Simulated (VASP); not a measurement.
# WS2 (P6_3/mmc) in VASP: settings compared

WS2 is run at these levels: PBE, r2SCAN, BLYP; tasks: single point.

Everything below comes from runs of VASP 6.6.1. Logs are shortened: lines on timing, memory, paths and dates and some standing lists are left out, and cuts for length are marked.

## Step 1: The cell of the first run

The structure is hexagonal, space group P6_3/mmc (No. 194). Conventional cell: a = 3.180 Å, b = 3.180 Å, c = 12.500 Å, α = 90.00°, β = 90.00°, γ = 120.00°. Within 3.2 Å of W (site symmetry -6m2) lie 6 S at 2.41 Å and 6 W at 3.18 Å. Within 3.2 Å of S (site symmetry 3m) lie 3 W at 2.41 Å and 7 S at 3.12 to 3.18 Å.

## Step 2: Single point, PBE

Contents of INCAR:

```
  PREC = Accurate
  ENCUT = 520
  EDIFF = 1E-7
  ISMEAR = 0
  SIGMA = 0.012
  LREAL = False
  LASPH = True
  NELM = 100
  ALGO = Normal
  ISIF = 2
  LWAVE = False
  LCHARG = False
  GGA = PE
  NBANDS = 35
```

Contents of KPOINTS:

```
Automatic mesh
0
Gamma
  10 10 3
```

Contents of POSCAR:

```
WS2
1.0
    3.1800000000      0.0000000000      0.0000000000
   -1.5900000000      2.7539607840      0.0000000000
    0.0000000000      0.0000000000     12.5000000000
W S
2 4
Direct
    0.6666666667      0.3333333333      0.7500000000
    0.3333333333      0.6666666667      0.2500000000
    0.6666666667      0.3333333333      0.3750000000
    0.3333333333      0.6666666667      0.8750000000
    0.6666666667      0.3333333333      0.1250000000
    0.3333333333      0.6666666667      0.6250000000
```

Potentials or basis: VASP PAW PBE potentials, release 64 (W_sv, S).

Started as:

```sh
$ cat potpaw_PBE.64/W_sv/POTCAR potpaw_PBE.64/S/POTCAR > POTCAR
$ mpirun -np 1 vasp_std > vasp.out
```

OUTCAR:

```text
PREC = Accurate
   ENCUT = 520
   EDIFF = 1E-7
   ISMEAR = 0
   LREAL = False
   LASPH = True
   NELM = 100
   ISIF = 2
   GGA = PE

 ion  position               nearest neighbor table
   1  0.667  0.333  0.750-   4 2.41   6 2.41   4 2.41   6 2.41   4 2.41   6 2.41
   2  0.333  0.667  0.250-   3 2.41   5 2.41   3 2.41   5 2.41   3 2.41   5 2.41
   3  0.667  0.333  0.375-   2 2.41   2 2.41   2 2.41
   4  0.333  0.667  0.875-   1 2.41   1 2.41   1 2.41
   5  0.667  0.333  0.125-   2 2.41   2 2.41   2 2.41
   6  0.333  0.667  0.625-   1 2.41   1 2.41   1 2.41

  LATTYP: Found a hexagonal cell.
 ALAT       =     3.1800000000
 C/A-ratio  =     3.9308176101

  Lattice vectors:

 A1 = (   3.1800000000,   0.0000000000,   0.0000000000)
 A2 = (  -1.5900000000,   2.7539607840,   0.0000000000)
 A3 = (   0.0000000000,   0.0000000000,  12.5000000000)

Analysis of symmetry for initial positions (statically):
=====================================================================
 Subroutine PRICEL returns:
 Original cell was already a primitive cell.

 Routine SETGRP: Setting up the symmetry group for a
 hexagonal supercell.

 Subroutine GETGRP returns: Found 24 space group operations
 (whereof 12 operations were pure point group operations)
 out of a pool of 24 trial point group operations.

The static configuration has the point symmetry D_3d.
 The point group associated with its full space group is D_6h.

Analysis of symmetry for dynamics (positions and initial velocities):
=====================================================================
 Subroutine PRICEL returns:
 Original cell was already a primitive cell.

 Routine SETGRP: Setting up the symmetry group for a
 hexagonal supercell.

 Subroutine GETGRP returns: Found 24 space group operations
 (whereof 12 operations were pure point group operations)
 out of a pool of 24 trial point group operations.

The dynamic configuration has the point symmetry D_3d.
 The point group associated with its full space group is D_6h.

 Subroutine INISYM returns: Found 24 space group operations
 (whereof 12 operations are pure point group operations),
 and found     1 'primitive' translations

----------------------------------------------------------------------------------------

                                     Primitive cell

  volume of cell :     109.4699

  direct lattice vectors                    reciprocal lattice vectors
[... 97 lines left out ...]
   EDIFFG = 0.1E-05   stopping-criterion for IOM
   NSW    =      0    number of steps for IOM
   IBRION =     -1    ionic relax: 0-MD 1-quasi-New 2-CG
   NFREE  =      0    steps in history (QN), initial steepest desc. (CG)
   ISIF   =      2    stress and relaxation
   ISYM   =      2    0-nonsym 1-usesym 2-fastsym
   POTIM  = 0.5000    time-step for ionic-motion
   TEBEG  =    0.0;   TEEND  =   0.0 temperature during run
   PSTRESS=    0.0 pullay stress
   NELECT =      52.0000    total number of electrons
   NUPDOWN=      -1.0000    fix difference up-down
   EMIN   =  10.00;   EMAX   =-10.00  energy-range for DOS
   EFERMI =   0.00;   METHOD = LEGACY
   ISMEAR =     0;   SIGMA  =   0.01  broadening in eV -4-tet -1-fermi 0-gaus
   EFERMI_NEDOS =   21; number of points for ismear=-14 and -15
   IALGO  =     38    algorithm
   IMIX   =      4    mixing-type and parameters
     AMIX     =   0.40;   BMIX     =  1.00
     AMIX_MAG =   1.60;   BMIX_MAG =  1.00
  volume/ion in A,a.u.               =      18.24       123.12
  Fermi-wavevector in a.u.,A,eV,Ry     =   1.277353  2.413847 22.199688  1.631631
  Thomas-Fermi vector in A             =   2.409958
   LORBIT       =      0    0 simple, 1 ext, 2 COOP (PROOUT), +10 PAW based schemes
   GGA     = PE    functional components
   LHFCALC =     F    Hartree Fock is set to
   AEXX    =    0.0000 exact exchange contribution
   IVDW    =     0    specifies the selected vdW correction
   LEPSILON=     F    determine dielectric tensor
   LRPA    =     F    only Hartree local field effects (RPA)
 non-spin polarized calculation
 Gauss-broadening in eV      SIGMA  =   0.01
  energy-cutoff  :      520.00
  volume of cell :      109.47
 maximum number of plane-waves:      2976
 NGX is ok and might be reduce to    24
   NGX = 11   NGY = 11   NGZ = 47

 number of electron      52.0000006 magnetization

 Free energy of the ion-electron system (eV)
  ---------------------------------------------------
  ext. energy  EPLUGINS =         0.00000000
  ---------------------------------------------------
  free energy    TOTEN  =       -47.28121481 eV

  energy without entropy =      -47.28121481  energy(sigma->0) =      -47.28121481

 E-fermi :   7.3325     XC(G=0): -10.7731

 val. band max:        7.1204046095   @ k =   0.0000   0.0000   0.0000
 cond. band min:       8.2560006742   @ k =   0.2000   0.2000   0.0000
 fundamental gap:      1.1355960647
 Fermi energy:         7.3324601870

 k-point     1 :       0.0000    0.0000    0.0000
  band No.  band energies     occupation
      1     -67.5157      2.00000
      2     -67.5157      2.00000
      3     -31.7548      2.00000
      4     -31.7548      2.00000
      5     -31.6060      2.00000
      6     -31.6060      2.00000
[... 901 lines left out ...]
     34      11.1743      0.00000
     35      12.0664      0.00000

 [... further k-points ...]

------------------------ aborting loop because EDIFF is reached ----------------------------------------

  FORCE on cell =-STRESS in cart. coord.  units (eV):
  Direction    XX          YY          ZZ          XY          YZ          ZX
  --------------------------------------------------------------------------------------
  -------------------------------------------------------------------------------------
  Total        1.1089602      1.1089602      2.3642052      0.0000000      0.0000000      0.0000000
  in kB       16.2304904     16.2304904     34.6019729      0.0000000      0.0000000      0.0000000
  external PRESSURE =      22.3543179 kB  Pullay stress =       0.0000000 kB

 VOLUME and BASIS-vectors are now :
 -----------------------------------------------------------------------------
  energy-cutoff  :      520.00
  volume of cell :      109.47
      direct lattice vectors                 reciprocal lattice vectors
     3.180000000  0.000000000  0.000000000     0.314465409  0.181556688  0.000000000
    -1.590000000  2.753960784  0.000000000     0.000000000  0.363113377  0.000000000
     0.000000000  0.000000000 12.500000000     0.000000000  0.000000000  0.080000000

 POSITION                                       TOTAL-FORCE (eV/Angst)
 -----------------------------------------------------------------------------------
      1.59000      0.91799      9.37500         0.000000      0.000000      0.000000
     -0.00000      1.83597      3.12500         0.000000     -0.000000      0.000000
      1.59000      0.91799      4.68750        -0.000000     -0.000000      0.131863
     -0.00000      1.83597     10.93750        -0.000000      0.000000      0.131863
      1.59000      0.91799      1.56250         0.000000     -0.000000     -0.131863
     -0.00000      1.83597      7.81250        -0.000000     -0.000000     -0.131863
 -----------------------------------------------------------------------------------
    total drift:                               -0.000000      0.000000     -0.000000

  FREE ENERGIE OF THE ION-ELECTRON SYSTEM (eV)
  ---------------------------------------------------
  free  energy   TOTEN  =       -47.2812148134 eV

  energy  without entropy=      -47.2812148134  energy(sigma->0) =      -47.28121481
```

Run time: 50 s. Hardware: 1 thread of Intel Xeon 6975P-C (Granite Rapids), shared host; peak memory 0.26 GiB.

Results:

* Free energy: -47.2812 eV
* Pressure: 2.2 GPa
* Largest force: 0.132 eV/Å
* Band gap on the k mesh: 1.14 eV (least direct gap 2.09 eV)

Forces on the atoms (eV/Å):
```
W    0.000  0.000  0.000
W    0.000  0.000  0.000
S    0.000  0.000  0.132
S    0.000  0.000  0.132
S    0.000  0.000 -0.132
S    0.000  0.000 -0.132
```

Levels at points of the mesh, in eV from the valence-band top:
```
           k point  band 24  band 25  band 26  band 27  band 28  band 29
(0.00, 0.00, 0.00)    -1.57    -1.08     0.00     2.26     2.26     2.27
(0.50, 0.00, 0.00)    -1.85    -1.66    -1.50     2.22     2.25     2.57
```

Caveat: spin-orbit coupling is left out, which moves the levels of the heavy elements; an odd mesh through Γ misses points on the zone boundary, where band edges can lie; this functional lacks dispersion, which binds the layers, so the pressure and a relaxed spacing across them are unreliable.

## Step 3: Single point, PBE

Contents of INCAR:

```
ALGO = Normal ; EDIFF = 1E-6
ENCUT = 520 ; GGA = PE
ISIF = 2 ; ISMEAR = 0
LASPH = True ; LCHARG = True
LELF = True ; LREAL = False
LVHAR = True ; LWAVE = False
NBANDS = 35 ; NELM = 100
PREC = Accurate ; SIGMA = 0.013000000000000001
```

Contents of KPOINTS:

```
k-points
0
Gamma
  10 10 3
```

POSCAR is that of step 2.

Potentials or basis: VASP PAW PBE potentials, release 64 (W_sv, S).

Started as:

```sh
$ cat potpaw_PBE.64/W_sv/POTCAR potpaw_PBE.64/S/POTCAR > POTCAR
$ mpirun -np 1 vasp_std > vasp.out
```

Run time: 47 s. Hardware: 1 thread of Intel Xeon 6975P-C (Granite Rapids), shared host; peak memory 0.27 GiB.

Results (log left out):

```yaml
Free_energy: -47.2812 eV
Pressure: 2.2 GPa
Largest_force: 0.132 eV/Å
Band_gap_on_the_k_mesh: 1.14 eV (least direct gap 2.09 eV)
```

Forces in eV/Å, atoms in the order of the input:
```
W    0.000  0.000  0.000
W    0.000  0.000  0.000
S    0.000  0.000  0.132
S    0.000  0.000  0.132
S    0.000  0.000 -0.132
S    0.000  0.000 -0.132
```

Stress tensor (GPa, compression positive):
```
1.63 0.00 0.00
0.00 1.63 0.00
0.00 0.00 3.47
```

Levels at points of the mesh, in eV from the valence-band top:
```csv
k point,band 24,band 25,band 26,band 27,band 28,band 29
"(0.00, 0.00, 0.00)",-1.57,-1.08,0.00,2.26,2.26,2.27
"(0.50, 0.00, 0.00)",-1.85,-1.66,-1.50,2.22,2.25,2.57
```

Caveat: spin-orbit coupling is left out, which moves the levels of the heavy elements; an odd mesh through Γ misses points on the zone boundary, where band edges can lie; this functional lacks dispersion, which binds the layers, so the pressure and a relaxed spacing across them are unreliable.

## Step 4: Single point, PBE

Contents of INCAR:

```
SYSTEM = WS2
  PREC = Accurate
  ENCUT = 520
  EDIFF = 1E-6
  ISMEAR = 0
  SIGMA = 0.014
  LREAL = .False.
  LASPH = .True.
  NELM = 80
  ALGO = Normal
  ISIF = 2
  LWAVE = .False.
  LCHARG = .False.
  GGA = PE
  NBANDS = 35
```

Contents of KPOINTS:

```
regular mesh
0
Gamma
  10 10 3
  0 0 0
```

POSCAR is that of step 3.

Started as:

```sh
$ cat potpaw_PBE.64/W_sv/POTCAR potpaw_PBE.64/S/POTCAR > POTCAR
$ mpirun -np 1 vasp_std > vasp.out
```

It took 47 s on 1 thread of Intel Xeon 6975P-C (Granite Rapids), shared host; peak memory 0.26 GiB.

Results (log left out):

```
Free energy            : -47.2812 eV
Pressure               : 2.2 GPa
Largest force          : 0.132 eV/Å
Band gap on the k mesh : 1.14 eV (least direct gap 2.09 eV)
```

Forces in eV/Å, atoms in the order of the input:
```
W    0.000  0.000  0.000
W    0.000  0.000  0.000
S    0.000  0.000  0.132
S    0.000  0.000  0.132
S    0.000  0.000 -0.132
S    0.000  0.000 -0.132
```

Stress tensor (GPa, compression positive):
```
1.63 0.00 0.00
0.00 1.63 0.00
0.00 0.00 3.47
```

Levels at points of the mesh, in eV from the valence-band top:
```csv
k point,band 22,band 23,band 24,band 25,band 26,band 27,band 28,band 29,band 30,band 31
"(0.00, 0.00, 0.00)",-2.25,-2.25,-1.57,-1.08,0.00,2.26,2.26,2.27,2.27,2.35
"(0.50, 0.00, 0.00)",-2.70,-2.01,-1.85,-1.66,-1.50,2.22,2.25,2.57,2.79,3.14
```

Caveat: spin-orbit coupling is left out, which moves the levels of the heavy elements; an odd mesh through Γ misses points on the zone boundary, where band edges can lie; this functional lacks dispersion, which binds the layers, so the pressure and a relaxed spacing across them are unreliable. As with any semilocal functional, this PBE gap is likely too small.

[end of part 1 of 2]
